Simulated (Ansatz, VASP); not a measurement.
# One calculation of BiIr, two programs

```xyz
2
Lattice="0.0000 3.0380 3.0380 3.0380 0.0000 3.0380 3.0380 3.0380 0.0000" Properties=species:S:1:pos:R:3 pbc="T T T"
Ir    0.0000    0.0000    0.0000
Bi    1.5190    1.5190    1.5190
```

Alike in both runs: task single point; functional r2SCAN; k mesh 15 × 15 × 15; occupations gaussian, width 0.05 eV; no spin polarisation.

|  | VASP | Ansatz |
| --- | --- | --- |
| version | VASP 6.6.1 | Ansatz 0.2.0 |
| potentials or method | VASP PAW PBE potentials, release 64 (Ir, Bi_d), cutoff 520 eV | scalar-relativistic, plane waves, PAW |
| valence electrons in the cell | 24 | 32 |

```csv
,VASP,Ansatz,Ansatz less VASP
pressure (GPa),0.3,-0.1,-0.35
```

VASP's potentials were made for PBE, not for r2SCAN. VASP's potentials hold 24 valence electrons a cell and Ansatz's 32, so a difference there can come from the potentials and not from the codes.

Neither program's run includes spin-orbit coupling.
